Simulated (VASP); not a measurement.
# BAs (F-43m) in VASP: notebook

Runs on BAs. Level: PBE+D4. Tasks: single point.

Everything below comes from runs of VASP 6.6.1. Logs are shortened: lines on timing, memory, paths and dates and some standing lists are left out, and cuts for length are marked.

## 1. The cell of the first run

It takes space group F-43m (No. 216, cubic). Conventional cell: a = 4.781 Å, b = 4.781 Å, c = 4.781 Å, α = 90.00°, β = 90.00°, γ = 90.00°. B (site symmetry -43m) has 4 As at 2.07 Å within 2.7 Å. As (site symmetry -43m) has 4 B at 2.07 Å within 2.7 Å.

## 2. Single point, PBE+D4

INCAR

```
  PREC = Accurate
  ENCUT = 500
  EDIFF = 1E-6
  ISMEAR = 1
  SIGMA = 0.01
  LREAL = False
  LASPH = True
  NELM = 120
  ALGO = Normal
  ISIF = 2
  LWAVE = False
  LCHARG = False
  GGA = PE
  IVDW = 13
  NBANDS = 11
  GGA_COMPAT = False
```

KPOINTS

```
regular mesh
0
Gamma
  8 8 8
```

POSCAR

```
BAs
1.0
    0.0000000000      2.3906971093      2.3906971093
    2.3906971093      0.0000000000      2.3906971093
    2.3906971093      2.3906971093      0.0000000000
B As
1 1
Direct
    0.0000000000      0.0000000000      0.0000000000
    0.2500000000      0.2500000000      0.2500000000
```

Potentials or basis: VASP PAW PBE potentials, release 64 (B, As).

Command:

```bash
$ cat potpaw_PBE.64/B/POTCAR potpaw_PBE.64/As/POTCAR > POTCAR
$ mpirun -np 1 vasp_std > vasp.out
```

OUTCAR:

```text
PREC = Accurate
   ENCUT = 500
   EDIFF = 1E-6
   ISMEAR = 1
   LREAL = False
   LASPH = True
   NELM = 120
   ISIF = 2
   GGA = PE
   IVDW = 13

 ion  position               nearest neighbor table
   1  0.000  0.000  0.000-   2 2.07   2 2.07   2 2.07   2 2.07
   2  0.250  0.250  0.250-   1 2.07   1 2.07   1 2.07   1 2.07

  LATTYP: Found a face centered cubic cell.
 ALAT       =     4.7813942186

  Lattice vectors:

 A1 = (   0.0000000000,   2.3906971093,   2.3906971093)
 A2 = (   2.3906971093,   0.0000000000,   2.3906971093)
 A3 = (   2.3906971093,   2.3906971093,   0.0000000000)

Analysis of symmetry for initial positions (statically):
=====================================================================
 Subroutine PRICEL returns:
 Original cell was already a primitive cell.

 Routine SETGRP: Setting up the symmetry group for a
 face centered cubic supercell.

 Subroutine GETGRP returns: Found 24 space group operations
 (whereof 24 operations were pure point group operations)
 out of a pool of 48 trial point group operations.

The static configuration has the point symmetry T_d .

Analysis of symmetry for dynamics (positions and initial velocities):
=====================================================================
 Subroutine PRICEL returns:
 Original cell was already a primitive cell.

 Routine SETGRP: Setting up the symmetry group for a
 face centered cubic supercell.

 Subroutine GETGRP returns: Found 24 space group operations
 (whereof 24 operations were pure point group operations)
 out of a pool of 48 trial point group operations.

The dynamic configuration has the point symmetry T_d .

 Subroutine INISYM returns: Found 24 space group operations
 (whereof 24 operations are pure point group operations),
 and found     1 'primitive' translations

----------------------------------------------------------------------------------------

                                     Primitive cell

  volume of cell :      27.3277

  direct lattice vectors                    reciprocal lattice vectors
     0.000000000  2.390697109  2.390697109    -0.209144018  0.209144018  0.209144018
     2.390697109  0.000000000  2.390697109     0.209144018 -0.209144018  0.209144018
     2.390697109  2.390697109  0.000000000     0.209144018  0.209144018 -0.209144018

  length of vectors
     3.380956275  3.380956275  3.380956275     0.362248066  0.362248066  0.362248066

  position of ions in fractional coordinates (direct lattice)
     0.000000000  0.000000000  0.000000000
     0.250000000  0.250000000  0.250000000

  ion indices of the primitive-cell ions
   primitive index   ion index
                 1           1
                 2           2

----------------------------------------------------------------------------------------

 KPOINTS: regular mesh

Automatic generation of k-mesh.
 Grid dimensions read from file:
 generate k-points for:    8    8    8

 Generating k-lattice:

  Cartesian coordinates                     Fractional coordinates (reciprocal lattice)
    -0.026143002  0.026143002  0.026143002     0.125000000  0.000000000  0.000000000
     0.026143002 -0.026143002  0.026143002     0.000000000  0.125000000  0.000000000
     0.026143002  0.026143002 -0.026143002     0.000000000  0.000000000  0.125000000

  Length of vectors
     0.045281008  0.045281008  0.045281008

  Shift w.r.t. Gamma in fractional coordinates (k-lattice)
     0.000000000  0.000000000  0.000000000

 Subroutine IBZKPT returns following result:
 ===========================================

 Found     29 irreducible k-points:

 Following reciprocal coordinates:
            Coordinates               Weight
  0.000000  0.000000  0.000000      1.000000
  0.125000  0.000000  0.000000      8.000000
  0.250000  0.000000  0.000000      8.000000
  0.375000  0.000000  0.000000      8.000000
  0.500000  0.000000  0.000000      4.000000
  0.125000  0.125000  0.000000      6.000000
[... 16 lines left out ...]
  0.500000  0.250000  0.125000     48.000000
 -0.375000  0.250000  0.125000     24.000000
 [... further k-points ...]
   k-points           NKPTS =     29   k-points in BZ     NKDIM =     29   number of bands    NBANDS=     11
   number of dos      NEDOS =    301   number of ions     NIONS =      2
   total plane-waves  NPLWV =  21952
   dimension x,y,z NGX =    28 NGY =   28 NGZ =   28
   dimension x,y,z NGXF=    56 NGYF=   56 NGZF=   56
   ions per type =               1   1
   NGX,Y,Z   is equivalent  to a cutoff of  13.77, 13.77, 13.77 a.u.
   NGXF,Y,Z  is equivalent  to a cutoff of  27.54, 27.54, 27.54 a.u.
 SYSTEM =  unknown system
   PREC   = accura    normal or accurate (medium, high low for compatibility)
   ISTART =      0    job   : 0-new  1-cont  2-samecut
   ICHARG =      2    charge: 1-file 2-atom 10-const
   ISPIN  =      1    spin polarized calculation?
   LNONCOLLINEAR =      F non collinear calculations
   LSORBIT =      F    spin-orbit coupling
   LASPH  =      T    aspherical Exc in radial PAW
   ENCUT  =  500.0 eV  36.75 Ry    6.06 a.u.   6.16  6.16  6.16*2*pi/ulx,y,z
   NELM   =    120;   NELMIN=  2; NELMDL= -5     # of ELM steps
   EDIFF  = 0.1E-05   stopping-criterion for ELM
   LREAL  =      F    real-space projection
   EDIFFG = 0.1E-04   stopping-criterion for IOM
   NSW    =      0    number of steps for IOM
   IBRION =     -1    ionic relax: 0-MD 1-quasi-New 2-CG
   NFREE  =      0    steps in history (QN), initial steepest desc. (CG)
   ISIF   =      2    stress and relaxation
   ISYM   =      2    0-nonsym 1-usesym 2-fastsym
   POTIM  = 0.5000    time-step for ionic-motion
   TEBEG  =    0.0;   TEEND  =   0.0 temperature during run
   PSTRESS=    0.0 pullay stress
   NELECT =       8.0000    total number of electrons
   NUPDOWN=      -1.0000    fix difference up-down
   EMIN   =  10.00;   EMAX   =-10.00  energy-range for DOS
   EFERMI =   0.00;   METHOD = LEGACY
   ISMEAR =     1;   SIGMA  =   0.01  broadening in eV -4-tet -1-fermi 0-gaus
   EFERMI_NEDOS =   21; number of points for ismear=-14 and -15
   IALGO  =     38    algorithm
   IMIX   =      4    mixing-type and parameters
     AMIX     =   0.40;   BMIX     =  1.00
     AMIX_MAG =   1.60;   BMIX_MAG =  1.00
  volume/ion in A,a.u.               =      13.66        92.21
  Fermi-wavevector in a.u.,A,eV,Ry     =   1.087019  2.054167 16.076770  1.181609
  Thomas-Fermi vector in A             =   2.223168
   LORBIT       =      0    0 simple, 1 ext, 2 COOP (PROOUT), +10 PAW based schemes
   GGA     = PE    functional components
   LHFCALC =     F    Hartree Fock is set to
   AEXX    =    0.0000 exact exchange contribution
   IVDW    =    13    specifies the selected vdW correction
   LEPSILON=     F    determine dielectric tensor
   LRPA    =     F    only Hartree local field effects (RPA)
 non-spin polarized calculation
 Methfessel and Paxton  Order N= 1 SIGMA  =   0.01
  energy-cutoff  :      500.00
  volume of cell :       27.33
 maximum number of plane-waves:       702
 NGX is ok and might be reduce to    28
   NGX = 13   NGY = 13   NGZ = 13

 number of electron       8.0000000 magnetization

 Free energy of the ion-electron system (eV)
  ---------------------------------------------------
  ext. energy  EPLUGINS =         0.00000000
  ---------------------------------------------------
  free energy    TOTEN  =       -11.40548775 eV

  energy without entropy =      -11.40548775  energy(sigma->0) =      -11.40548775

 E-fermi :   6.1465     XC(G=0): -10.5718

 val. band max:        6.0968906979   @ k =   0.0000   0.0000   0.0000
 cond. band min:       7.2883041406   @ k =   0.3750   0.3750   0.0000
 fundamental gap:      1.1914134427
 Fermi energy:         6.1465006991

 k-point     1 :       0.0000    0.0000    0.0000
  band No.  band energies     occupation
      1      -9.2795      2.00000
      2       6.0969      2.00000
      3       6.0969      2.00000
      4       6.0969      2.00000
      5       9.3695      0.00000
      6       9.3695      0.00000
      7       9.3695      0.00000
      8      10.7487      0.00000
      9      15.6660      0.00000
     10      19.0356      0.00000
     11      19.0356      0.00000

 k-point     2 :       0.1250    0.0000    0.0000
  band No.  band energies     occupation
      1      -9.0242      2.00000
      2       4.1345      2.00000
      3       5.6598      2.00000
      4       5.6598      2.00000
      5       9.4803      0.00000
      6       9.9448      0.00000
      7       9.9448      0.00000
      8      12.0295      0.00000
      9      16.6119      0.00000
     10      17.7044      0.00000
     11      17.7044      0.00000

 k-point     3 :       0.2500    0.0000    0.0000
  band No.  band energies     occupation
      1      -8.2807      2.00000
      2       1.1663      2.00000
      3       4.9509      2.00000
      4       4.9509      2.00000
      5       9.1482      0.00000
      6      10.7423      0.00000
      7      10.7423      0.00000
      8      13.9760      0.00000
      9      17.3181      0.00000
     10      17.3181      0.00000
     11      17.3778      0.00000

 k-point     4 :       0.3750    0.0000    0.0000
  band No.  band energies     occupation
      1      -7.1774      2.00000
      2      -1.4078      2.00000
      3       4.4525      2.00000
      4       4.4525      2.00000
      5       8.8701      0.00000
      6      10.9223      0.00000
      7      10.9223      0.00000
      8      14.9151      0.00000
      9      17.8968      0.00000
     10      18.7680      0.00000
     11      18.7680      0.00000
[... 239 lines left out ...]
 k-point    22 :       0.3750    0.2500    0.1250
  band No.  band energies     occupation
      1      -7.6304      2.00000
      2       0.9047      2.00000
      3       2.3907      2.00000
      4       4.0799      2.00000
      5       9.3210      0.00000
      6      11.3031      0.00000
      7      12.0358      0.00000
      8      13.2694      0.00000
      9      16.8132      0.00000
     10      19.4158      0.00000
     11      20.2748      0.00000

 k-point    23 :       0.5000    0.2500    0.1250
  band No.  band energies     occupation
      1      -6.5656      2.00000
      2      -1.0547      2.00000
      3       1.6691      2.00000
      4       3.3673      2.00000
      5       9.9416      0.00000
      6      11.1516      0.00000
      7      12.6133      0.00000
      8      14.1523      0.00000
      9      17.4955      0.00000
     10      19.4197      0.00000
     11      21.5777      0.00000

 k-point    24 :      -0.3750    0.2500    0.1250
  band No.  band energies     occupation
      1      -5.8458      2.00000
      2      -2.1766      2.00000
      3       1.5465      2.00000
      4       3.0326      2.00000
      5      10.0588      0.00000
      6      10.8513      0.00000
      7      13.5397      0.00000
      8      15.1054      0.00000
      9      16.4415      0.00000
     10      20.2660      0.00000
     11      21.3227      0.00000

 [... further k-points ...]

------------------------ aborting loop because EDIFF is reached ----------------------------------------

  DFT-D4 for vdW energy calculation

  Edisp (eV):   -0.74926

  FORCE on cell =-STRESS in cart. coord.  units (eV):
  Direction    XX          YY          ZZ          XY          YZ          ZX
  --------------------------------------------------------------------------------------
  -------------------------------------------------------------------------------------
  Total      -0.22936    -0.22936    -0.22936    -0.00000     0.00000     0.00000
  in kB     -13.44674   -13.44674   -13.44674    -0.00000     0.00000     0.00000
  external pressure =      -13.45 kB  Pullay stress =        0.00 kB

 VOLUME and BASIS-vectors are now :
 -----------------------------------------------------------------------------
  energy-cutoff  :      500.00
  volume of cell :       27.33
      direct lattice vectors                 reciprocal lattice vectors
     0.000000000  2.390697109  2.390697109    -0.209144018  0.209144018  0.209144018
     2.390697109  0.000000000  2.390697109     0.209144018 -0.209144018  0.209144018
     2.390697109  2.390697109  0.000000000     0.209144018  0.209144018 -0.209144018

 POSITION                                       TOTAL-FORCE (eV/Angst)
 -----------------------------------------------------------------------------------
      0.00000      0.00000      0.00000        -0.000000     -0.000000     -0.000000
      1.19535      1.19535      1.19535         0.000000      0.000000      0.000000
 -----------------------------------------------------------------------------------
    total drift:                               -0.000000     -0.000000     -0.000000

  FREE ENERGIE OF THE ION-ELECTRON SYSTEM (eV)
  ---------------------------------------------------
  free  energy   TOTEN  =       -12.1547493344 eV

  energy  without entropy=      -12.1547493344  energy(sigma->0) =      -12.15474933
```

Run time: 11 s. Hardware: 1 thread of Intel Xeon 6975P-C (Granite Rapids), shared host; peak memory 0.15 GiB.

What came out:

```
Free energy                : -12.1547 eV
Pressure                   : -1.3 GPa
Band gap on the k mesh     : 1.19 eV, indirect (least direct gap 3.27 eV)
Dispersion energy per atom : -0.375 eV
```

(Part 1 of 2 ends here.)
